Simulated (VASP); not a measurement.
# Al16In in VASP: a series of runs

Runs on Al16In. Level: PBE. Tasks: relaxation of the atoms, single point.

All numbers are computed with VASP 6.6.1; they aren't measurements. Logs are shortened: lines on timing, memory, paths and dates and some standing lists are left out, and cuts for length are marked.

**1. The cell of the first run**

The cell holds a slab with vacuum, 17 atoms: a = 8.100 Å, b = 5.728 Å, c = 15.296 Å, α = 90.00°, β = 90.00°, γ = 90.00°.

**2. Relaxation of the atoms, PBE**

Contents of INCAR:

```
ALGO     = Normal         # electronic algorithm
EDIFF    = 1E-7           # SCF threshold, eV
EDIFFG   = -0.08          # ionic threshold
ENCUT    = 520            # plane-wave cutoff, eV
GGA      = PE             # functional
IBRION   = 2              # ionic algorithm
ISIF     = 2              # what is computed and relaxed
ISMEAR   = -1             # smearing method
LASPH    = True           # aspherical terms in the spheres
LCHARG   = False          # write CHGCAR
LREAL    = Auto         
LWAVE    = False          # write WAVECAR
NELM     = 60             # most SCF steps
NSW      = 45             # ionic steps
PREC     = Accurate       # precision mode
SIGMA    = 0.15           # smearing width, eV
```

Contents of KPOINTS:

```
k-points
0
Gamma
  2 3 1
```

Contents of POSCAR:

```
Al16In
1.0
    8.1000000000      0.0000000000      0.0000000000
    0.0000000000      5.7275650000      0.0000000000
    0.0000000000      0.0000000000     15.2956740000
Al In
16 1
Selective dynamics
Direct
    0.2500000000      0.2500000000      0.0653780000  F F F
    0.7500000000      0.2500000000      0.0653780000  F F F
    0.2500000000      0.7500000000      0.0653780000  F F F
    0.7500000000      0.7500000000      0.0653780000  F F F
    0.0000000000      0.0000000000      0.1589921000  T T T
    0.5000000000      0.0000000000      0.1589921000  T T T
    0.0000000000      0.5000000000      0.1589921000  T T T
    0.5000000000      0.5000000000      0.1589921000  T T T
    0.2500000000      0.2500000000      0.2526062000  T T T
    0.7500000000      0.2500000000      0.2526062000  T T T
    0.2500000000      0.7500000000      0.2526062000  T T T
    0.7500000000      0.7500000000      0.2526062000  T T T
    0.0000000000      0.0000000000      0.3462204000  T T T
    0.5000000000      0.0000000000      0.3462204000  T T T
    0.0000000000      0.5000000000      0.3462204000  T T T
    0.5000000000      0.5000000000      0.3462204000  T T T
    0.1681079000      0.6693615000      0.4848216000  T T T
```

Potentials or basis: VASP PAW PBE potentials, release 64 (Al, In_d).

Launch:

```sh
$ cat potpaw_PBE.64/Al/POTCAR potpaw_PBE.64/In_d/POTCAR > POTCAR
$ mpirun -np 1 vasp_std > vasp.out
```

OUTCAR:

```text
EDIFF = 1E-7
   EDIFFG = -0.08
   ENCUT = 520
   GGA = PE
   IBRION = 2
   ISIF = 2
   ISMEAR = -1
   LASPH = True
   LREAL = Auto
   NELM = 60
   NSW = 45
   PREC = Accurate

 ion  position               nearest neighbor table
   1  0.250  0.250  0.065-   9 2.86   6 2.86   7 2.86   8 2.86   5 2.86   3 2.86   3 2.86
   2  0.750  0.250  0.065-  10 2.86   6 2.86   7 2.86   8 2.86   5 2.86   4 2.86   4 2.86
   3  0.250  0.750  0.065-  11 2.86   6 2.86   7 2.86   8 2.86   5 2.86   1 2.86   1 2.86
   4  0.750  0.750  0.065-  12 2.86   6 2.86   7 2.86   8 2.86   5 2.86   2 2.86   2 2.86
   5  0.000  0.000  0.159-   1 2.86   2 2.86   3 2.86   4 2.86   9 2.86  10 2.86  11 2.86  12 2.86
                             7 2.86   7 2.86  13 2.86
   6  0.500  0.000  0.159-   1 2.86   2 2.86   3 2.86   4 2.86   9 2.86  10 2.86  11 2.86  12 2.86
                             8 2.86   8 2.86  14 2.86
   7  0.000  0.500  0.159-   1 2.86   2 2.86   3 2.86   4 2.86   9 2.86  10 2.86  11 2.86  12 2.86
                             5 2.86   5 2.86  15 2.86
   8  0.500  0.500  0.159-   1 2.86   2 2.86   3 2.86   4 2.86   9 2.86  10 2.86  11 2.86  12 2.86
                             6 2.86   6 2.86  16 2.86
   9  0.250  0.250  0.253-   1 2.86   5 2.86   6 2.86   7 2.86   8 2.86  11 2.86  11 2.86  14 2.86
                            15 2.86  16 2.86  13 2.86
  10  0.750  0.250  0.253-   2 2.86   5 2.86   6 2.86   7 2.86   8 2.86  12 2.86  12 2.86  14 2.86
                            15 2.86  16 2.86  13 2.86
  11  0.250  0.750  0.253-   3 2.86   5 2.86   6 2.86   7 2.86   8 2.86   9 2.86   9 2.86  14 2.86
                            15 2.86  16 2.86  13 2.86  17 3.64
  12  0.750  0.750  0.253-   4 2.86   5 2.86   6 2.86   7 2.86   8 2.86  10 2.86  10 2.86  14 2.86
                            15 2.86  16 2.86  13 2.86
  13  0.000  0.000  0.346-  15 2.86  15 2.86  11 2.86  12 2.86   9 2.86  10 2.86   5 2.86  17 3.15

  14  0.500  0.000  0.346-  16 2.86  16 2.86  11 2.86  12 2.86   9 2.86  10 2.86   6 2.86
  15  0.000  0.500  0.346-  17 2.70  13 2.86  13 2.86  12 2.86   9 2.86  10 2.86  11 2.86   7 2.86

  16  0.500  0.500  0.346-  14 2.86  14 2.86  11 2.86  12 2.86   9 2.86  10 2.86   8 2.86  17 3.56

  17  0.168  0.669  0.485-  15 2.70  13 3.15  16 3.56  11 3.64

  LATTYP: Found a simple orthorhombic cell.
 ALAT       =     5.7275650000
 B/A-ratio  =     1.4142135445
 C/A-ratio  =     2.6705369559

  Lattice vectors:

 A1 = (   0.0000000000,  -5.7275650000,   0.0000000000)
 A2 = (   8.1000000000,   0.0000000000,   0.0000000000)
 A3 = (   0.0000000000,   0.0000000000,  15.2956740000)

Analysis of symmetry for initial positions (statically):
=====================================================================
 Subroutine PRICEL returns:
 Original cell was already a primitive cell.

 Routine SETGRP: Setting up the symmetry group for a
 simple orthorhombic supercell.

 Subroutine GETGRP returns: Found  1 space group operations
 (whereof  1 operations were pure point group operations)
 out of a pool of  8 trial point group operations.

The static configuration has the point symmetry C_1 .

Analysis of symmetry for dynamics (positions and initial velocities):
=====================================================================
 Subroutine PRICEL returns:
 Original cell was already a primitive cell.

 Routine SETGRP: Setting up the symmetry group for a
 simple orthorhombic supercell.

 Subroutine GETGRP returns: Found  1 space group operations
 (whereof  1 operations were pure point group operations)
 out of a pool of  8 trial point group operations.

The dynamic configuration has the point symmetry C_1 .

Analysis of constrained symmetry for selective dynamics:
=====================================================================
 Subroutine PRICEL returns:
 Original cell was already a primitive cell.

 Routine SETGRP: Setting up the symmetry group for a
 simple orthorhombic supercell.

 Subroutine GETGRP returns: Found  1 space group operations
 (whereof  1 operations were pure point group operations)
 out of a pool of  8 trial point group operations.

The constrained configuration has the point symmetry C_1 .

 Subroutine INISYM returns: Found  1 space group operations
 (whereof  1 operations are pure point group operations),
 and found     1 'primitive' translations

----------------------------------------------------------------------------------------

                                     Primitive cell

[... 33 lines left out ...]
                 3           3
                 4           4
                 5           5
                 6           6
[... 9 lines left out ...]
                16          16
                17          17

----------------------------------------------------------------------------------------

 KPOINTS: k-points

Automatic generation of k-mesh.
 Grid dimensions read from file:
 generate k-points for:    2    3    1

 Generating k-lattice:

  Cartesian coordinates                     Fractional coordinates (reciprocal lattice)
     0.061728395  0.000000000  0.000000000     0.500000000  0.000000000  0.000000000
     0.000000000  0.058198088  0.000000000     0.000000000  0.333333333  0.000000000
     0.000000000  0.000000000  0.065377962     0.000000000  0.000000000  1.000000000

  Length of vectors
     0.061728395  0.058198088  0.065377962

  Shift w.r.t. Gamma in fractional coordinates (k-lattice)
     0.000000000  0.000000000  0.000000000

 Subroutine IBZKPT returns following result:
 ===========================================

 Found      4 irreducible k-points:

 Following reciprocal coordinates:
            Coordinates               Weight
  0.000000  0.000000  0.000000      1.000000
  0.500000  0.000000  0.000000      1.000000
  0.000000  0.333333  0.000000      2.000000
  0.500000  0.333333  0.000000      2.000000
   k-points           NKPTS =      4   k-points in BZ     NKDIM =      4   number of bands    NBANDS=     39
   number of dos      NEDOS =    301   number of ions     NIONS =     17
   total plane-waves  NPLWV = 345600
   dimension x,y,z NGX =    60 NGY =   48 NGZ =  120
   dimension x,y,z NGXF=   120 NGYF=   96 NGZF=  240
   ions per type =              16   1
   NGX,Y,Z   is equivalent  to a cutoff of  12.31, 13.93, 13.04 a.u.
   NGXF,Y,Z  is equivalent  to a cutoff of  24.63, 27.86, 26.09 a.u.
 SYSTEM =  unknown system
   PREC   = accura    normal or accurate (medium, high low for compatibility)
   ISTART =      0    job   : 0-new  1-cont  2-samecut
   ICHARG =      2    charge: 1-file 2-atom 10-const
   ISPIN  =      1    spin polarized calculation?
   LNONCOLLINEAR =      F non collinear calculations
   LSORBIT =      F    spin-orbit coupling
   LASPH  =      T    aspherical Exc in radial PAW
   ENCUT  =  520.0 eV  38.22 Ry    6.18 a.u.  15.06 10.65 28.44*2*pi/ulx,y,z
   NELM   =     60;   NELMIN=  2; NELMDL= -5     # of ELM steps
   EDIFF  = 0.1E-06   stopping-criterion for ELM
   LREAL  =      T    real-space projection
   EDIFFG = -.8E-01   stopping-criterion for IOM
   NSW    =     45    number of steps for IOM
   IBRION =      2    ionic relax: 0-MD 1-quasi-New 2-CG
   NFREE  =      1    steps in history (QN), initial steepest desc. (CG)
   ISIF   =      2    stress and relaxation
   ISYM   =      2    0-nonsym 1-usesym 2-fastsym
   POTIM  = 0.5000    time-step for ionic-motion
   TEBEG  =    0.0;   TEEND  =   0.0 temperature during run
   PSTRESS=    0.0 pullay stress
   NELECT =      61.0000    total number of electrons
   NUPDOWN=      -1.0000    fix difference up-down
   EMIN   =  10.00;   EMAX   =-10.00  energy-range for DOS
   EFERMI =   0.00;   METHOD = LEGACY
   ISMEAR =    -1;   SIGMA  =   0.15  broadening in eV -4-tet -1-fermi 0-gaus
   EFERMI_NEDOS =   21; number of points for ismear=-14 and -15
   IALGO  =     38    algorithm
   IMIX   =      4    mixing-type and parameters
     AMIX     =   0.40;   BMIX     =  1.00
     AMIX_MAG =   1.60;   BMIX_MAG =  1.00
  volume/ion in A,a.u.               =      41.74       281.69
  Fermi-wavevector in a.u.,A,eV,Ry     =   0.722509  1.365345  7.102513  0.522020
  Thomas-Fermi vector in A             =   1.812490
   LORBIT       =      0    0 simple, 1 ext, 2 COOP (PROOUT), +10 PAW based schemes
   GGA     = PE    functional components
   LHFCALC =     F    Hartree Fock is set to
   AEXX    =    0.0000 exact exchange contribution
   IVDW    =     0    specifies the selected vdW correction
   LEPSILON=     F    determine dielectric tensor
   LRPA    =     F    only Hartree local field effects (RPA)
 conjugate gradient relaxation of ions
 non-spin polarized calculation
  energy-cutoff  :      520.00
  volume of cell :      709.62
 maximum number of plane-waves:     19139
   NGX = 31   NGY = 21   NGZ = 57

--------------------------------------- Ionic step        1  -------------------------------------------

 number of electron      61.0000000 magnetization

 Free energy of the ion-electron system (eV)
  ---------------------------------------------------
  ext. energy  EPLUGINS =         0.00000000
  ---------------------------------------------------
  free energy    TOTEN  =       -56.90549406 eV

  energy without entropy =      -56.21534140  energy(sigma->0) =      -56.56041773

------------------------ aborting loop because EDIFF is reached ----------------------------------------

  FORCE on cell =-STRESS in cart. coord.  units (eV):
  Direction    XX          YY          ZZ          XY          YZ          ZX
  --------------------------------------------------------------------------------------
  -------------------------------------------------------------------------------------
  Total       -2.6014817    -10.1555182     -6.0223732      0.5284720      1.0091419      1.2221519
  in kB       -5.8736450    -22.9292054    -13.5973596      1.1931880      2.2784481      2.7593838
  external PRESSURE =     -14.1334033 kB  Pullay stress =       0.0000000 kB
[... 134 lines left out ...]
  FREE ENERGIE OF THE ION-ELECTRON SYSTEM (eV)
  ---------------------------------------------------
  free  energy   TOTEN  =       -57.0647922404 eV

  energy  without entropy=      -56.4007491825  energy(sigma->0) =      -56.73277071

[... ionic steps 4 to 16 ...]

--------------------------------------- Ionic step       17  -------------------------------------------

 number of electron      60.9999998 magnetization

------------------------ aborting loop because EDIFF is reached ----------------------------------------
[... 97 lines left out ...]
--------------------------------------- Ionic step       19  -------------------------------------------

 number of electron      60.9999999 magnetization

 Free energy of the ion-electron system (eV)
  ---------------------------------------------------
  ext. energy  EPLUGINS =         0.00000000
  ---------------------------------------------------
  free energy    TOTEN  =       -57.49116993 eV

  energy without entropy =      -56.87005824  energy(sigma->0) =      -57.18061408

 E-fermi :   0.7989     XC(G=0):  -5.4361

 val. band max:        0.7250252820   @ k =   0.0000   0.3333   0.0000
 cond. band min:       0.8517913882   @ k =   0.0000   0.3333   0.0000
 fundamental gap:      0.1267661062
 Fermi energy:         0.7989138051

 k-point     1 :       0.0000    0.0000    0.0000
  band No.  band energies     occupation
      1     -13.4517      2.00000
      2     -13.4384      2.00000
      3     -13.4299      2.00000
      4     -13.4196      2.00000
      5     -13.3970      2.00000
      6      -9.4304      2.00000
[... 201 lines left out ...]
  FREE ENERGIE OF THE ION-ELECTRON SYSTEM (eV)
  ---------------------------------------------------
  free  energy   TOTEN  =       -57.4911699261 eV

  energy  without entropy=      -56.8700582402  energy(sigma->0) =      -57.18061408

 reached required accuracy - stopping structural energy minimisation
```

It took 52 min on 1 thread of Intel Xeon Platinum 8488C (Sapphire Rapids), shared host; peak memory 0.78 GiB.

Results:

```yaml
Free_energy: -57.4912 eV
Energy_gained_by_relaxing: 34.5 meV/atom
Ionic_steps: 19
Band_gap_on_the_k_mesh: zero (an odd number of electrons rules out a gap without spin polarisation)
```

Step by step:
```tsv
step	energy change (eV)	largest force on free atoms (eV/Å)	pressure (GPa)
1	0.0000	1.1583	-1.41
2	-0.0863	0.7069	-1.42
3	-0.1593	0.5146	-1.37
4	-0.1610	0.5279	-1.35
5	-0.2010	0.5234	-1.31
6	-0.2884	0.4823	-1.13
7	-0.2896	0.7218	-0.66
8	-0.3203	0.4376	-0.93
9	-0.3571	0.4189	-0.89
10	-0.4472	0.3730	-0.74
11	-0.5073	0.4978	-0.35
12	-0.5105	0.4658	-0.46
13	-0.5520	0.2161	-0.45
14	-0.5663	0.2070	-0.42
15	-0.5665	0.2119	-0.42
16	-0.5764	0.1089	-0.41
17	-0.5812	0.1023	-0.40
18	-0.5814	0.1115	-0.40
19	-0.5857	0.0448	-0.39
```

Final structure:
```xyz
17
Lattice="8.1000 0.0000 0.0000 0.0000 5.7276 0.0000 0.0000 0.0000 15.2957" Properties=species:S:1:pos:R:3 pbc="T T T"
Al    2.0250    1.4319    1.0000
Al    6.0750    1.4319    1.0000
Al    2.0250    4.2957    1.0000
Al    6.0750    4.2957    1.0000
Al    8.0803    5.7201    2.2737
Al    4.0359    5.7226    2.2747
Al    8.0844    2.8427    2.2687
Al    4.0385    2.8477    2.2734
Al    1.9793    1.4083    3.6795
Al    6.0228    1.3939    3.7787
Al    1.9832    4.2721    3.6756
Al    6.0255    4.2653    3.8030
Al    8.0828    0.0040    5.0378
Al    3.9467    0.0139    5.0409
Al    8.0755    2.7868    5.0192
Al    3.9659    2.7913    5.0347
In    1.9630    4.2221    6.7638
```

Caveat: the k points lie up to 0.39 Å⁻¹ apart, too coarse for converged energies and pressures of a metal; spin-orbit coupling is left out, which moves the levels of the heavy elements.

**3. Single point, PBE**

Contents of INCAR:

```
SYSTEM = Al16In
PREC = Accurate
ENCUT = 520
EDIFF = 1E-6
ISMEAR = -1
SIGMA = 0.15
LREAL = Auto
LASPH = .True.
NELM = 100
ALGO = Normal
ISIF = 2
LWAVE = .False.
LCHARG = .True.
GGA = PE
LELF = .True.
LVHAR = .True.
NBANDS = 44
```

Contents of KPOINTS:

```
regular mesh
0
Gamma
  2 3 1
  0 0 0
```

Contents of POSCAR:

```
Al16In
1.0
    8.1000000000      0.0000000000      0.0000000000
    0.0000000000      5.7275650000      0.0000000000
    0.0000000000      0.0000000000     15.2956740000
Al In
16 1
Direct
    0.2500000000      0.2500015277      0.0653779624
    0.7500000000      0.2500015277      0.0653779624
    0.2500000000      0.7500045831      0.0653779624
    0.7500000000      0.7500045831      0.0653779624
   -0.0288024691     -0.0293143771      0.1358880949
    0.5098518519     -0.0391091153      0.1257022083
   -0.0012469136      0.5232590115      0.1287161324
    0.4943086420      0.4974016009      0.1402357294
    0.1954444444      0.2721575399      0.2228473227
    0.7641111111      0.2362958779      0.2483316525
    0.2313086420      0.7302230529      0.2380869258
    0.7534938272      0.7389876850      0.2464291538
   -0.0093333333      0.0221909311      0.3479349782
    0.4777160494      0.0222083905      0.3266021491
    0.0226543210      0.4941541475      0.3215549704
    0.4794691358      0.5401248174      0.3236993675
    0.2517037037      0.8244341182      0.4519447786
```

Potentials or basis: VASP PAW PBE potentials, release 64 (Al, In_d).

Launch:

```sh
$ cat potpaw_PBE.64/Al/POTCAR potpaw_PBE.64/In_d/POTCAR > POTCAR
$ mpirun -np 1 vasp_std > vasp.out
```

Run time: 2 min. Hardware: 1 thread of Intel Xeon 6975P-C (Granite Rapids), shared host; peak memory 0.67 GiB.

Results (log left out):

- Free energy: -55.5137 eV
- Largest force: 2.193 eV/Å
- Band gap on the k mesh: zero (an odd number of electrons rules out a gap without spin polarisation)

Forces on the atoms (eV/Å):
```
Al   0.054 -0.239 -1.092
Al  -0.263  0.162  0.010
Al  -0.105  0.134 -0.632
Al  -0.399 -0.900 -0.942
Al   1.386  1.390  0.761
Al  -0.738  1.286  1.087
Al  -0.268 -0.917  0.193
Al   0.152 -0.634  0.376
Al   1.391 -1.568  0.644
Al  -0.535  0.224 -0.250
Al   0.488  1.466 -0.333
Al  -0.234 -0.004  0.172
Al   0.202 -0.101 -0.517
Al   0.110  0.516 -0.739
Al  -1.333  0.337  1.285
Al   0.188 -0.809  0.014
In  -0.097 -0.343 -0.036
```

Levels at points of the mesh, in eV from the Fermi level:
```csv
k point,band 28,band 29,band 30,band 31,band 32,band 33
"(0.00, 0.00, 0.00)",-0.94,-0.78,-0.49,-0.37,-0.02,0.11
"(0.50, 0.00, 0.00)",-0.92,-0.65,-0.40,-0.17,0.17,0.34
```

Caveat: the k points lie up to 0.39 Å⁻¹ apart, too coarse for converged energies and pressures of a metal; spin-orbit coupling is left out, which moves the levels of the heavy elements.
